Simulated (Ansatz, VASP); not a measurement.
**Pt: VASP beside Ansatz**

```xyz
5
Lattice="2.7539 0.0000 0.0000 0.0000 3.8946 0.0000 0.0000 0.0000 21.5077" Properties=species:S:1:pos:R:3 pbc="T T T"
Pt    0.0000    0.0000    8.0000
Pt    1.3769    1.9473    9.3769
Pt    0.0000    0.0000   10.7538
Pt    1.3769    1.9473   12.1308
Pt    0.0000    0.0000   13.5077
```

Alike in both runs: task single point; functional LDA; k mesh 12 × 9 × 1; occupations fermi-dirac, width 0.08 eV; no spin polarisation.

```csv
,VASP,Ansatz
version,VASP 6.6.1,Ansatz 0.2.0
potentials or method,"VASP PAW LDA potentials, release 64 (Pt)","PAW with Ansatz's default frozen-core files, scalar-relativistic"
plane-wave cutoff (eV),520,420
valence electrons in the cell,50,90
```

Ansatz gave:

```
rms of the force components (eV/Å) : 0.582
```

Problem. Which values does VASP return?

Solution. rms of the force components (eV/Å): 0.572.

LDA's correlation is that of Perdew and Zunger in VASP and of Perdew and Wang (1992) in Ansatz. Atom by atom the forces differ by 0.015 eV/Å (rms over components). VASP's potentials hold 50 valence electrons a cell and Ansatz's 90, so a difference there can come from the potentials and not from the codes.

Neither program's run includes spin-orbit coupling.
